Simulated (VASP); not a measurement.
# Li3YIr3Pd (P4mm) in VASP: relaxation of cell and atoms with PBE

Aim: the relaxation of cell and atoms of Li3YIr3Pd with PBE.

All numbers are computed with VASP 6.6.1; they aren't measurements. Logs are shortened: lines on timing, memory, paths and dates and some standing lists are left out, and cuts for length are marked.

### Step 1. The cell of the first run

Symmetry: P4mm, No. 99, tetragonal system. Conventional cell: a = 3.952 Å, b = 3.952 Å, c = 8.676 Å, α = 90.00°, β = 90.00°, γ = 90.00°. Li (site symmetry 2mm) has 2 Pd at 2.66 Å and 2 Ir at 2.76 Å and 4 Li at 2.79 Å and 2 Y at 3.45 Å within 3.5 Å. Within 3.4 Å of Li (site symmetry 4mm) lie 4 Ir at 2.59 Å and 4 Y at 2.83 Å. Y (site symmetry 4mm) has 8 Li at 2.83 to 3.45 Å and 4 Ir at 2.90 Å within 3.7 Å. Pd (site symmetry 4mm) has 5 Li at 2.66 to 3.62 Å and 8 Ir at 2.78 to 2.80 Å within 3.7 Å. Within 3.4 Å of Ir (site symmetry 2mm) lie 2 Li at 2.59 Å and 6 Ir at 2.67 to 2.79 Å and 2 Pd at 2.78 Å and 2 Y at 2.90 Å. Within 3.5 Å of Ir (site symmetry 4mm) lie 4 Ir at 2.67 Å and 4 Li at 2.76 Å and 4 Pd at 2.80 Å.

The cell was built from a structure type or drawn by symmetry, and may not be a known phase.

### Step 2. Relaxation of cell and atoms, PBE

INCAR reads:

```
PREC = Accurate
ENCUT = 600
EDIFF = 1E-6
ISMEAR = 0
SIGMA = 0.1
LREAL = False
LASPH = True
NELM = 60
ALGO = Fast
ISIF = 3
LWAVE = False
LCHARG = False
GGA = PE
IBRION = 2
NSW = 100
EDIFFG = -0.01
```

KPOINTS reads:

```
regular mesh
0
Gamma
  8 8 4
```

POSCAR reads:

```
Li3YIr3Pd
1.0
    3.9524800877      0.0000000000      0.0000000000
    0.0000000000      3.9524800877      0.0000000000
    0.0000000000      0.0000000000      8.6756200427
Li Y Pd Ir
3 1 1 3
Direct
    0.5000000000      0.0000000000      0.8543359998
    0.0000000000      0.5000000000      0.8543359998
    0.0000000000      0.0000000000      0.2324595933
    0.5000000000      0.5000000000      0.1797334006
    0.0000000000      0.0000000000      0.6493720649
    0.5000000000      0.0000000000      0.4245337548
    0.0000000000      0.5000000000      0.4245337548
    0.5000000000      0.5000000000      0.6316565119
```

Potentials or basis: VASP PAW PBE potentials, release 64 (Li_sv, Y_sv, Pd, Ir).

On the command line:

```sh
> cat potpaw_PBE.64/Li_sv/POTCAR potpaw_PBE.64/Y_sv/POTCAR potpaw_PBE.64/Pd/POTCAR potpaw_PBE.64/Ir/POTCAR > POTCAR
> mpirun -np 1 vasp_std > vasp.out
```

OUTCAR:

```text
PREC = Accurate
   ENCUT = 600
   EDIFF = 1E-6
   ISMEAR = 0
   LREAL = False
   LASPH = True
   NELM = 60
   ISIF = 3
   GGA = PE
   IBRION = 2
   NSW = 100
   EDIFFG = -0.01

 ion  position               nearest neighbor table
   1  0.500  0.000  0.854-   5 2.66   5 2.66   8 2.76   8 2.76   4 3.45   4 3.45
   2  0.000  0.500  0.854-   5 2.66   5 2.66   8 2.76   8 2.76   4 3.45   4 3.45
   3  0.000  0.000  0.232-   6 2.59   7 2.59   7 2.59   6 2.59   4 2.83   4 2.83   4 2.83   4 2.83

   4  0.500  0.500  0.180-   3 2.83   3 2.83   3 2.83   3 2.83   6 2.90   7 2.90   7 2.90   6 2.90
                             2 3.45   1 3.45   2 3.45   1 3.45
   5  0.000  0.000  0.649-   1 2.66   2 2.66   2 2.66   1 2.66   6 2.78   7 2.78   7 2.78   6 2.78
                             8 2.80   8 2.80   8 2.80   8 2.80
   6  0.500  0.000  0.425-   3 2.59   3 2.59   8 2.67   8 2.67   5 2.78   5 2.78   7 2.79   7 2.79
                             7 2.79   7 2.79   4 2.90   4 2.90
   7  0.000  0.500  0.425-   3 2.59   3 2.59   8 2.67   8 2.67   5 2.78   5 2.78   6 2.79   6 2.79
                             6 2.79   6 2.79   4 2.90   4 2.90
   8  0.500  0.500  0.632-   6 2.67   7 2.67   6 2.67   7 2.67   1 2.76   1 2.76   2 2.76   2 2.76
                             5 2.80   5 2.80   5 2.80   5 2.80

  LATTYP: Found a simple tetragonal cell.
 ALAT       =     3.9524800877
 C/A-ratio  =     2.1949813409

  Lattice vectors:

 A1 = (   3.9524800877,   0.0000000000,   0.0000000000)
 A2 = (   0.0000000000,   3.9524800877,   0.0000000000)
 A3 = (   0.0000000000,   0.0000000000,   8.6756200427)

Analysis of symmetry for initial positions (statically):
=====================================================================
 Subroutine PRICEL returns:
 Original cell was already a primitive cell.

 Routine SETGRP: Setting up the symmetry group for a
 simple tetragonal supercell.

 Subroutine GETGRP returns: Found  8 space group operations
 (whereof  8 operations were pure point group operations)
 out of a pool of 16 trial point group operations.

The static configuration has the point symmetry C_4v.

Analysis of symmetry for dynamics (positions and initial velocities):
=====================================================================
 Subroutine PRICEL returns:
 Original cell was already a primitive cell.

 Routine SETGRP: Setting up the symmetry group for a
 simple tetragonal supercell.

 Subroutine GETGRP returns: Found  8 space group operations
 (whereof  8 operations were pure point group operations)
 out of a pool of 16 trial point group operations.

The dynamic configuration has the point symmetry C_4v.

 Subroutine INISYM returns: Found  8 space group operations
 (whereof  8 operations are pure point group operations),
 and found     1 'primitive' translations

----------------------------------------------------------------------------------------

                                     Primitive cell

  volume of cell :     135.5314

  direct lattice vectors                    reciprocal lattice vectors
     3.952480088  0.000000000  0.000000000     0.253005702  0.000000000  0.000000000
     0.000000000  3.952480088  0.000000000     0.000000000  0.253005702  0.000000000
     0.000000000  0.000000000  8.675620043     0.000000000  0.000000000  0.115265537

  length of vectors
     3.952480088  3.952480088  8.675620043     0.253005702  0.253005702  0.115265537

  position of ions in fractional coordinates (direct lattice)
     0.500000000  0.000000000  0.854336000
     0.000000000  0.500000000  0.854336000
     0.000000000  0.000000000  0.232459593
     0.500000000  0.500000000  0.179733401
     0.000000000  0.000000000  0.649372065
     0.500000000  0.000000000  0.424533755
     0.000000000  0.500000000  0.424533755
     0.500000000  0.500000000  0.631656512

  ion indices of the primitive-cell ions
   primitive index   ion index
                 1           1
                 2           2
                 3           3
                 4           4
                 5           5
                 6           6
                 7           7
                 8           8

----------------------------------------------------------------------------------------

 KPOINTS: regular mesh

Automatic generation of k-mesh.
 Grid dimensions read from file:
 generate k-points for:    8    8    4

 Generating k-lattice:

  Cartesian coordinates                     Fractional coordinates (reciprocal lattice)
     0.031625713  0.000000000  0.000000000     0.125000000  0.000000000  0.000000000
     0.000000000  0.031625713  0.000000000     0.000000000  0.125000000  0.000000000
     0.000000000  0.000000000  0.028816384     0.000000000  0.000000000  0.250000000

  Length of vectors
     0.031625713  0.031625713  0.028816384

  Shift w.r.t. Gamma in fractional coordinates (k-lattice)
     0.000000000  0.000000000  0.000000000

 Subroutine IBZKPT returns following result:
 ===========================================

 Found     45 irreducible k-points:

 Following reciprocal coordinates:
            Coordinates               Weight
  0.000000  0.000000  0.000000      1.000000
  0.125000  0.000000  0.000000      4.000000
  0.250000  0.000000  0.000000      4.000000
  0.375000  0.000000  0.000000      4.000000
  0.500000  0.000000  0.000000      2.000000
  0.125000  0.125000  0.000000      4.000000
[... 16 lines left out ...]
  0.375000  0.125000  0.250000     16.000000
  0.500000  0.125000  0.250000      8.000000
 [... further k-points ...]
   k-points           NKPTS =     45   k-points in BZ     NKDIM =     45   number of bands    NBANDS=     34
   number of dos      NEDOS =    301   number of ions     NIONS =      8
   total plane-waves  NPLWV =  71680
   dimension x,y,z NGX =    32 NGY =   32 NGZ =   70
   dimension x,y,z NGXF=    64 NGYF=   64 NGZF=  140
   ions per type =               3   1   1   3
   NGX,Y,Z   is equivalent  to a cutoff of  13.46, 13.46, 13.41 a.u.
   NGXF,Y,Z  is equivalent  to a cutoff of  26.92, 26.92, 26.83 a.u.
 SYSTEM =  unknown system
   PREC   = accura    normal or accurate (medium, high low for compatibility)
   ISTART =      0    job   : 0-new  1-cont  2-samecut
   ICHARG =      2    charge: 1-file 2-atom 10-const
   ISPIN  =      1    spin polarized calculation?
   LNONCOLLINEAR =      F non collinear calculations
   LSORBIT =      F    spin-orbit coupling
   LASPH  =      T    aspherical Exc in radial PAW
   ENCUT  =  600.0 eV  44.10 Ry    6.64 a.u.   7.89  7.89 17.33*2*pi/ulx,y,z
   NELM   =     60;   NELMIN=  2; NELMDL= -5     # of ELM steps
   EDIFF  = 0.1E-05   stopping-criterion for ELM
   LREAL  =      F    real-space projection
   EDIFFG = -.1E-01   stopping-criterion for IOM
   NSW    =    100    number of steps for IOM
   IBRION =      2    ionic relax: 0-MD 1-quasi-New 2-CG
   NFREE  =      1    steps in history (QN), initial steepest desc. (CG)
   ISIF   =      3    stress and relaxation
   ISYM   =      2    0-nonsym 1-usesym 2-fastsym
   POTIM  = 0.5000    time-step for ionic-motion
   TEBEG  =    0.0;   TEEND  =   0.0 temperature during run
   PSTRESS=    0.0 pullay stress
   NELECT =      57.0000    total number of electrons
   NUPDOWN=      -1.0000    fix difference up-down
   EMIN   =  10.00;   EMAX   =-10.00  energy-range for DOS
   EFERMI =   0.00;   METHOD = LEGACY
   ISMEAR =     0;   SIGMA  =   0.10  broadening in eV -4-tet -1-fermi 0-gaus
   EFERMI_NEDOS =   21; number of points for ismear=-14 and -15
   IALGO  =     68    algorithm
   IMIX   =      4    mixing-type and parameters
     AMIX     =   0.40;   BMIX     =  1.00
     AMIX_MAG =   1.60;   BMIX_MAG =  1.00
  volume/ion in A,a.u.               =      16.94       114.33
  Fermi-wavevector in a.u.,A,eV,Ry     =   1.226553  2.317850 20.469059  1.504433
  Thomas-Fermi vector in A             =   2.361550
   LORBIT       =      0    0 simple, 1 ext, 2 COOP (PROOUT), +10 PAW based schemes
   GGA     = PE    functional components
   LHFCALC =     F    Hartree Fock is set to
   AEXX    =    0.0000 exact exchange contribution
   IVDW    =     0    specifies the selected vdW correction
   LEPSILON=     F    determine dielectric tensor
   LRPA    =     F    only Hartree local field effects (RPA)
 conjugate gradient relaxation of ions
 non-spin polarized calculation
 RMM-DIIS sequential band-by-band and
 Gauss-broadening in eV      SIGMA  =   0.10
  energy-cutoff  :      600.00
  volume of cell :      135.53
 maximum number of plane-waves:      4553
 NGX is ok and might be reduce to    32
   NGX = 15   NGY = 15   NGZ = 35

--------------------------------------- Ionic step        1  -------------------------------------------

 number of electron      57.0000001 magnetization

 Free energy of the ion-electron system (eV)
  ---------------------------------------------------
  ext. energy  EPLUGINS =         0.00000000
  ---------------------------------------------------
  free energy    TOTEN  =       -44.79553753 eV

  energy without entropy =      -44.75335299  energy(sigma->0) =      -44.77444526

------------------------ aborting loop EDIFF was not reached (unconverged)  ----------------------------

  FORCE on cell =-STRESS in cart. coord.  units (eV):
  Direction    XX          YY          ZZ          XY          YZ          ZX
  --------------------------------------------------------------------------------------
  -------------------------------------------------------------------------------------
  Total        0.2497097      0.2497097      0.2172202      0.0000000      0.0000000      0.0000000
  in kB        2.9519299      2.9519299      2.5678571      0.0000000      0.0000000      0.0000000
  external PRESSURE =       2.8239057 kB  Pullay stress =       0.0000000 kB

 VOLUME and BASIS-vectors are now :
 -----------------------------------------------------------------------------
  energy-cutoff  :      600.00
  volume of cell :      135.53
      direct lattice vectors                 reciprocal lattice vectors
     3.952480088  0.000000000  0.000000000     0.253005702  0.000000000  0.000000000
     0.000000000  3.952480088  0.000000000     0.000000000  0.253005702  0.000000000
     0.000000000  0.000000000  8.675620043     0.000000000  0.000000000  0.115265537
[... 98 lines left out ...]
  FREE ENERGIE OF THE ION-ELECTRON SYSTEM (eV)
  ---------------------------------------------------
  free  energy   TOTEN  =       -44.7994761616 eV

  energy  without entropy=      -44.7567268630  energy(sigma->0) =      -44.77810151

[... ionic steps 4 to 17 ...]

--------------------------------------- Ionic step       18  -------------------------------------------

 number of electron      57.0000017 magnetization

------------------------ aborting loop because EDIFF is reached ----------------------------------------

  FORCE on cell =-STRESS in cart. coord.  units (eV):
  Direction    XX          YY          ZZ          XY          YZ          ZX
  --------------------------------------------------------------------------------------
  -------------------------------------------------------------------------------------
  Total       -0.0242608     -0.0242608      0.0376150      0.0000000      0.0000000      0.0000000
  in kB       -0.2862667     -0.2862667      0.4438407      0.0000000      0.0000000      0.0000000
  external PRESSURE =      -0.0428976 kB  Pullay stress =       0.0000000 kB
[... 69 lines left out ...]
  energy  without entropy=      -44.7616540522  energy(sigma->0) =      -44.78287982

--------------------------------------- Ionic step       20  -------------------------------------------

 number of electron      57.0000017 magnetization

 Free energy of the ion-electron system (eV)
  ---------------------------------------------------
  ext. energy  EPLUGINS =         0.00000000
  ---------------------------------------------------
  free energy    TOTEN  =       -44.80413292 eV

  energy without entropy =      -44.76169483  energy(sigma->0) =      -44.78291388

 E-fermi :   5.1001     XC(G=0): -10.6826

 val. band max:        5.0994872434   @ k =   0.5000   0.1250   0.5000
 cond. band min:       5.1058311991   @ k =   0.3750   0.2500   0.2500
 fundamental gap:      0.0063439557
 Fermi energy:         5.1000697381

 k-point     1 :       0.0000    0.0000    0.0000
  band No.  band energies     occupation
      1     -40.3292      2.00000
      2     -40.2957      2.00000
      3     -40.1091      2.00000
      4     -37.3529      2.00000
      5     -17.3886      2.00000
      6     -17.3631      2.00000
[... 877 lines left out ...]
     33       6.3021      0.00000
     34       7.0778      0.00000

 [... further k-points ...]

------------------------ aborting loop because EDIFF is reached ----------------------------------------

  FORCE on cell =-STRESS in cart. coord.  units (eV):
  Direction    XX          YY          ZZ          XY          YZ          ZX
  --------------------------------------------------------------------------------------
  -------------------------------------------------------------------------------------
  Total        0.0065206      0.0065206      0.0694525      0.0000000     -0.0000000      0.0000000
  in kB        0.0769263      0.0769263      0.8193602      0.0000000     -0.0000000      0.0000000
  external PRESSURE =       0.3244042 kB  Pullay stress =       0.0000000 kB
[... 23 lines left out ...]
  FREE ENERGIE OF THE ION-ELECTRON SYSTEM (eV)
  ---------------------------------------------------
  free  energy   TOTEN  =       -44.8041329250 eV

  energy  without entropy=      -44.7616948330  energy(sigma->0) =      -44.78291388

 reached required accuracy - stopping structural energy minimisation
```

Wall time 41 min (1 thread of Intel Xeon 6975P-C (Granite Rapids), shared host); peak memory 0.52 GiB.

What came out:

| Item | Value |
| --- | --- |
| Free energy | -44.8041 eV |
| Relaxed volume | 16.98 Å³/atom |
| Relaxed cell | a = 3.957 Å, b = 3.957 Å, c = 8.675 Å, α = 90.00°, β = 90.00°, γ = 90.00° |
| Space group after relaxing (to 0.1 Å) | P4mm (No. 99) |
| Energy gained by relaxing | 1.1 meV/atom |
| Ionic steps | 20 |
| Pressure after relaxing | 0.0 GPa |
| Largest force after relaxing | 0.009 eV/Å |
| Band gap on the k mesh | zero (an odd number of electrons rules out a gap without spin polarisation) |

Forces in eV/Å, atoms in the order of the input:
```
Li   0.000  0.000  0.001
Li   0.000  0.000  0.001
Li   0.000  0.000 -0.002
Y    0.000  0.000  0.005
Pd   0.000  0.000  0.009
Ir   0.000  0.000 -0.003
Ir   0.000  0.000 -0.003
Ir   0.000  0.000 -0.008
```

The path:
```csv
step,energy change (eV),largest force (eV/Å),pressure (GPa),volume (Å³)
1,0.0000,0.1886,0.28,135.53
2,-0.0038,0.0861,-0.68,136.12
3,-0.0039,0.0856,-0.65,136.08
4,-0.0040,0.0865,-0.55,135.98
5,-0.0054,0.0742,-0.44,135.88
6,-0.0065,0.1062,-0.20,135.66
7,-0.0072,0.0478,0.01,135.48
8,-0.0073,0.0427,0.14,135.37
9,-0.0073,0.0437,0.18,135.34
10,-0.0077,0.0396,0.10,135.44
11,-0.0079,0.0445,-0.05,135.63
12,-0.0081,0.0377,-0.03,135.62
13,-0.0083,0.0254,0.02,135.58
14,-0.0084,0.0323,0.04,135.56
15,-0.0084,0.0222,0.00,135.66
16,-0.0085,0.0284,-0.07,135.80
17,-0.0085,0.0192,-0.02,135.79
18,-0.0086,0.0170,0.00,135.78
19,-0.0086,0.0116,0.04,135.77
20,-0.0086,0.0091,0.03,135.81
```

Final structure:
```
Li Y Pd Ir
1.0
     3.95670    0.00000    0.00000
     0.00000    3.95670    0.00000
     0.00000    0.00000    8.67476
Li Y Pd Ir
3 1 1 3
Direct
  0.50000 0.00000 0.85080
  0.00000 0.50000 0.85080
  0.00000 0.00000 0.23648
  0.50000 0.50000 0.18038
  0.00000 0.00000 0.64842
  0.50000 0.00000 0.42536
  0.00000 0.50000 0.42536
  0.50000 0.50000 0.63336
```

Caveat: the cutoff is under 1.25 times the usual one of these potentials, so pressure, stress and relaxed cells hold a basis-set (Pulay) error; spin-orbit coupling is left out, which moves the levels of the heavy elements.
